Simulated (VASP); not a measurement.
# Ca in VASP: single point with PBE

Aim: the single point of Ca with PBE.

All numbers are computed with VASP 6.6.1; they aren't measurements. Logs are shortened: lines on timing, memory, paths and dates and some standing lists are left out, and cuts for length are marked.

## Step 1: The cell of the first run

The cell holds a slab with vacuum, 3 atoms: a = 3.907 Å, b = 5.525 Å, c = 23.907 Å, α = 90.00°, β = 90.00°, γ = 90.00°.

## Step 2: Single point, PBE

File INCAR:

```
SYSTEM = Ca
ALGO = Normal ; EDIFF = 1E-6
ENCUT = 520 ; GGA = PE
ISIF = 2 ; ISMEAR = -1
LASPH = .True. ; LCHARG = .False.
LREAL = .False. ; LWAVE = .False.
NBANDS = 22 ; NELM = 80
PREC = Accurate ; SIGMA = 0.05
```

File KPOINTS:

```
k-points
0
Gamma
  11 8 1
  0 0 0
```

File POSCAR:

```
Ca
1.0
    3.9070577562      0.0000000000      0.0000000000
    0.0000000000      5.5254140678      0.0000000000
    0.0000000000      0.0000000000     23.9071000000
Ca
3
Direct
    0.0000000000      0.0000000000      0.4224829549
    0.5000000000      0.5000000000      0.5000000019
    0.0000000000      0.0000000000      0.5775170432
```

Potentials or basis: VASP PAW PBE potentials, release 64 (Ca_sv).

Run with:

```bash
> cat potpaw_PBE.64/Ca_sv/POTCAR > POTCAR
> mpirun -np 1 vasp_std > vasp.out
```

OUTCAR:

```text
SYSTEM = Ca
   EDIFF = 1E-6
   ENCUT = 520
   GGA = PE
   ISIF = 2
   ISMEAR = -1
   LASPH = .True.
   LREAL = .False.
   NELM = 80
   PREC = Accurate

 ion  position               nearest neighbor table
   1  0.000  0.000  0.422-
   2  0.500  0.500  0.500-
   3  0.000  0.000  0.578-

  LATTYP: Found a simple orthorhombic cell.
 ALAT       =     3.9070577562
 B/A-ratio  =     1.4142135624
 C/A-ratio  =     6.1189522889

  Lattice vectors:

 A1 = (   3.9070577562,   0.0000000000,   0.0000000000)
 A2 = (   0.0000000000,   5.5254140678,   0.0000000000)
 A3 = (   0.0000000000,   0.0000000000,  23.9071000000)

Analysis of symmetry for initial positions (statically):
=====================================================================
 Subroutine PRICEL returns:
 Original cell was already a primitive cell.

 Routine SETGRP: Setting up the symmetry group for a
 simple orthorhombic supercell.

 Subroutine GETGRP returns: Found  8 space group operations
 (whereof  8 operations were pure point group operations)
 out of a pool of  8 trial point group operations.

The static configuration has the point symmetry D_2h.

Analysis of symmetry for dynamics (positions and initial velocities):
=====================================================================
 Subroutine PRICEL returns:
 Original cell was already a primitive cell.

 Routine SETGRP: Setting up the symmetry group for a
 simple orthorhombic supercell.

 Subroutine GETGRP returns: Found  8 space group operations
 (whereof  8 operations were pure point group operations)
 out of a pool of  8 trial point group operations.

The dynamic configuration has the point symmetry D_2h.

 Subroutine INISYM returns: Found  8 space group operations
 (whereof  8 operations are pure point group operations),
 and found     1 'primitive' translations

----------------------------------------------------------------------------------------

                                     Primitive cell

  volume of cell :     516.1091

  direct lattice vectors                    reciprocal lattice vectors
     3.907057756  0.000000000  0.000000000     0.255947074  0.000000000  0.000000000
     0.000000000  5.525414068  0.000000000     0.000000000  0.180981912  0.000000000
     0.000000000  0.000000000 23.907100000     0.000000000  0.000000000  0.041828578

  length of vectors
     3.907057756  5.525414068 23.907100000     0.255947074  0.180981912  0.041828578

  position of ions in fractional coordinates (direct lattice)
     0.000000000  0.000000000  0.422482955
     0.500000000  0.500000000  0.500000002
     0.000000000  0.000000000  0.577517043

  ion indices of the primitive-cell ions
   primitive index   ion index
                 1           1
                 2           2
                 3           3

----------------------------------------------------------------------------------------

 KPOINTS: k-points

Automatic generation of k-mesh.
 Grid dimensions read from file:
 generate k-points for:   11    8    1

 Generating k-lattice:

  Cartesian coordinates                     Fractional coordinates (reciprocal lattice)
     0.023267916  0.000000000  0.000000000     0.090909091  0.000000000  0.000000000
     0.000000000  0.022622739  0.000000000     0.000000000  0.125000000  0.000000000
     0.000000000  0.000000000  0.041828578     0.000000000  0.000000000  1.000000000

  Length of vectors
     0.023267916  0.022622739  0.041828578

  Shift w.r.t. Gamma in fractional coordinates (k-lattice)
     0.000000000  0.000000000  0.000000000

 Subroutine IBZKPT returns following result:
 ===========================================

 Found     30 irreducible k-points:

 Following reciprocal coordinates:
            Coordinates               Weight
  0.000000  0.000000  0.000000      1.000000
  0.090909  0.000000  0.000000      2.000000
  0.181818  0.000000  0.000000      2.000000
  0.272727  0.000000  0.000000      2.000000
  0.363636  0.000000  0.000000      2.000000
  0.454545  0.000000  0.000000      2.000000
[... 16 lines left out ...]
  0.363636  0.375000  0.000000      4.000000
  0.454545  0.375000  0.000000      4.000000
 [... further k-points ...]
   k-points           NKPTS =     30   k-points in BZ     NKDIM =     30   number of bands    NBANDS=     22
   number of dos      NEDOS =    301   number of ions     NIONS =      3
   total plane-waves  NPLWV = 226800
   dimension x,y,z NGX =    30 NGY =   42 NGZ =  180
   dimension x,y,z NGXF=    60 NGYF=   84 NGZF=  360
   ions per type =               3
   NGX,Y,Z   is equivalent  to a cutoff of  12.77, 12.64, 12.52 a.u.
   NGXF,Y,Z  is equivalent  to a cutoff of  25.53, 25.27, 25.03 a.u.
 SYSTEM =  Ca
   PREC   = accura    normal or accurate (medium, high low for compatibility)
   ISTART =      0    job   : 0-new  1-cont  2-samecut
   ICHARG =      2    charge: 1-file 2-atom 10-const
   ISPIN  =      1    spin polarized calculation?
   LNONCOLLINEAR =      F non collinear calculations
   LSORBIT =      F    spin-orbit coupling
   LASPH  =      T    aspherical Exc in radial PAW
   ENCUT  =  520.0 eV  38.22 Ry    6.18 a.u.   7.26 10.27 44.45*2*pi/ulx,y,z
   NELM   =     80;   NELMIN=  2; NELMDL= -5     # of ELM steps
   EDIFF  = 0.1E-05   stopping-criterion for ELM
   LREAL  =      F    real-space projection
   EDIFFG = 0.1E-04   stopping-criterion for IOM
   NSW    =      0    number of steps for IOM
   IBRION =     -1    ionic relax: 0-MD 1-quasi-New 2-CG
   NFREE  =      0    steps in history (QN), initial steepest desc. (CG)
   ISIF   =      2    stress and relaxation
   ISYM   =      2    0-nonsym 1-usesym 2-fastsym
   POTIM  = 0.5000    time-step for ionic-motion
   TEBEG  =    0.0;   TEEND  =   0.0 temperature during run
   PSTRESS=    0.0 pullay stress
   NELECT =      30.0000    total number of electrons
   NUPDOWN=      -1.0000    fix difference up-down
   EMIN   =  10.00;   EMAX   =-10.00  energy-range for DOS
   EFERMI =   0.00;   METHOD = LEGACY
   ISMEAR =    -1;   SIGMA  =   0.05  broadening in eV -4-tet -1-fermi 0-gaus
   EFERMI_NEDOS =   21; number of points for ismear=-14 and -15
   IALGO  =     38    algorithm
   IMIX   =      4    mixing-type and parameters
     AMIX     =   0.40;   BMIX     =  1.00
     AMIX_MAG =   1.60;   BMIX_MAG =  1.00
  volume/ion in A,a.u.               =     172.04      1160.96
  Fermi-wavevector in a.u.,A,eV,Ry     =   0.634164  1.198396  5.471768  0.402164
  Thomas-Fermi vector in A             =   1.698066
   LORBIT       =      0    0 simple, 1 ext, 2 COOP (PROOUT), +10 PAW based schemes
   GGA     = PE    functional components
   LHFCALC =     F    Hartree Fock is set to
   AEXX    =    0.0000 exact exchange contribution
   IVDW    =     0    specifies the selected vdW correction
   LEPSILON=     F    determine dielectric tensor
   LRPA    =     F    only Hartree local field effects (RPA)
 non-spin polarized calculation
  energy-cutoff  :      520.00
  volume of cell :      516.11
 maximum number of plane-waves:     13947
 NGX is ok and might be reduce to    30
   NGX = 15   NGY = 21   NGZ = 89

 number of electron      29.9999997 magnetization

 Free energy of the ion-electron system (eV)
  ---------------------------------------------------
  ext. energy  EPLUGINS =         0.00000000
  ---------------------------------------------------
  free energy    TOTEN  =        -4.36197681 eV

  energy without entropy =       -4.31786390  energy(sigma->0) =       -4.33992035

 E-fermi :  -1.5035     XC(G=0):  -2.6771

 val. band max:       -1.5148731370   @ k =   0.1818   0.0000   0.0000
 cond. band min:      -1.4841530378   @ k =   0.1818   0.5000   0.0000
 fundamental gap:      0.0307200992
 Fermi energy:        -1.5034729652

 k-point     1 :       0.0000    0.0000    0.0000
  band No.  band energies     occupation
      1     -44.1824      2.00000
      2     -44.1780      2.00000
      3     -43.5495      2.00000
      4     -25.2215      2.00000
      5     -25.1637      2.00000
      6     -25.1615      2.00000
[... 14 lines left out ...]
     21      -0.0035      0.00000
     22       0.7464      0.00000

 k-point     2 :       0.0909    0.0000    0.0000
  band No.  band energies     occupation
      1     -44.1820      2.00000
      2     -44.1777      2.00000
      3     -43.5491      2.00000
      4     -25.2210      2.00000
      5     -25.1632      2.00000
      6     -25.1606      2.00000
[... 14 lines left out ...]
     21      -0.0778      0.00000
     22       0.4968      0.00000

 k-point     3 :       0.1818    0.0000    0.0000
  band No.  band energies     occupation
      1     -44.1811      2.00000
      2     -44.1767      2.00000
      3     -43.5482      2.00000
      4     -25.2197      2.00000
      5     -25.1618      2.00000
      6     -25.1583      2.00000
[... 14 lines left out ...]
     21      -0.1539      0.00000
     22       0.1810      0.00000

 k-point     4 :       0.2727    0.0000    0.0000
  band No.  band energies     occupation
      1     -44.1798      2.00000
      2     -44.1755      2.00000
      3     -43.5469      2.00000
      4     -25.2180      2.00000
      5     -25.1599      2.00000
      6     -25.1552      2.00000
[... 14 lines left out ...]
     21      -0.1200      0.00000
     22       0.1234      0.00000

 k-point     5 :       0.3636    0.0000    0.0000
  band No.  band energies     occupation
      1     -44.1787      2.00000
      2     -44.1744      2.00000
      3     -43.5458      2.00000
      4     -25.2164      2.00000
      5     -25.1582      2.00000
      6     -25.1524      2.00000
[... 14 lines left out ...]
     21      -0.2888      0.00000
     22       0.3760      0.00000

 k-point     6 :       0.4545    0.0000    0.0000
  band No.  band energies     occupation
      1     -44.1780      2.00000
      2     -44.1737      2.00000
      3     -43.5451      2.00000
      4     -25.2155      2.00000
      5     -25.1581      2.00000
      6     -25.1572      2.00000
[... 14 lines left out ...]
     21      -0.1111      0.00000
     22       0.5163      0.00000

 k-point     7 :       0.0000    0.1250    0.0000
  band No.  band energies     occupation
      1     -44.1824      2.00000
      2     -44.1780      2.00000
      3     -43.5495      2.00000
      4     -25.2219      2.00000
      5     -25.1636      2.00000
      6     -25.1610      2.00000
[... 324 lines left out ...]
      6     -25.1585      2.00000
[... 14 lines left out ...]
     21       0.1556      0.00000
     22       0.3537      0.00000

 k-point    21 :       0.1818    0.3750    0.0000
  band No.  band energies     occupation
      1     -44.1810      2.00000
      2     -44.1767      2.00000
      3     -43.5482      2.00000
      4     -25.2208      2.00000
      5     -25.1614      2.00000
      6     -25.1574      2.00000
[... 14 lines left out ...]
     21       0.0694      0.00000
     22       0.2752      0.00000

 k-point    22 :       0.2727    0.3750    0.0000
  band No.  band energies     occupation
      1     -44.1798      2.00000
      2     -44.1755      2.00000
      3     -43.5470      2.00000
      4     -25.2182      2.00000
      5     -25.1597      2.00000
      6     -25.1561      2.00000
[... 14 lines left out ...]
     21       0.0242      0.00000
     22       0.1332      0.00000

 k-point    23 :       0.3636    0.3750    0.0000
  band No.  band energies     occupation
      1     -44.1786      2.00000
      2     -44.1744      2.00000
      3     -43.5458      2.00000
      4     -25.2159      2.00000
      5     -25.1581      2.00000
      6     -25.1549      2.00000
[... 14 lines left out ...]
     21       0.1026      0.00000
     22       0.1514      0.00000

 k-point    24 :       0.4545    0.3750    0.0000
  band No.  band energies     occupation
      1     -44.1780      2.00000
      2     -44.1737      2.00000
      3     -43.5451      2.00000
      4     -25.2144      2.00000
      5     -25.1605      2.00000
      6     -25.1572      2.00000
[... 14 lines left out ...]
     21       0.1628      0.00000
     22       0.2279      0.00000

 [... further k-points ...]
[... 5 lines left out ...]
  --------------------------------------------------------------------------------------
  -------------------------------------------------------------------------------------
  Total        0.1940757     -1.1308985     -0.0127970     -0.0000000      0.0000000      0.0000000
  in kB        0.6024767     -3.5106913     -0.0397261     -0.0000000      0.0000000      0.0000000
  external PRESSURE =      -0.9826469 kB  Pullay stress =       0.0000000 kB

 VOLUME and BASIS-vectors are now :
 -----------------------------------------------------------------------------
  energy-cutoff  :      520.00
  volume of cell :      516.11
      direct lattice vectors                 reciprocal lattice vectors
     3.907057756  0.000000000  0.000000000     0.255947074  0.000000000  0.000000000
     0.000000000  5.525414068  0.000000000     0.000000000  0.180981912  0.000000000
     0.000000000  0.000000000 23.907100000     0.000000000  0.000000000  0.041828578

 POSITION                                       TOTAL-FORCE (eV/Angst)
 -----------------------------------------------------------------------------------
      0.00000      0.00000     10.10034        -0.000000      0.000000     -0.002433
      1.95353      2.76271     11.95355        -0.000000      0.000000      0.000000
      0.00000      0.00000     13.80676         0.000000     -0.000000      0.002433
 -----------------------------------------------------------------------------------
    total drift:                                0.000000      0.000000     -0.000003

  FREE ENERGIE OF THE ION-ELECTRON SYSTEM (eV)
  ---------------------------------------------------
  free  energy   TOTEN  =        -4.3619768075 eV

  energy  without entropy=       -4.3178639007  energy(sigma->0) =       -4.33992035
```

It took 6.8 min on 1 thread of Intel Xeon Platinum 8488C (Sapphire Rapids), shared host; peak memory 0.67 GiB.

Results:

```yaml
Free_energy: -4.3620 eV
Band_gap_on_the_k_mesh: zero (bands 15 and 16 overlap by 0.34 eV)
```

Forces in eV/Å, atoms in the order of the input:
```
Ca   0.000  0.000 -0.002
Ca   0.000  0.000  0.000
Ca   0.000  0.000  0.002
```
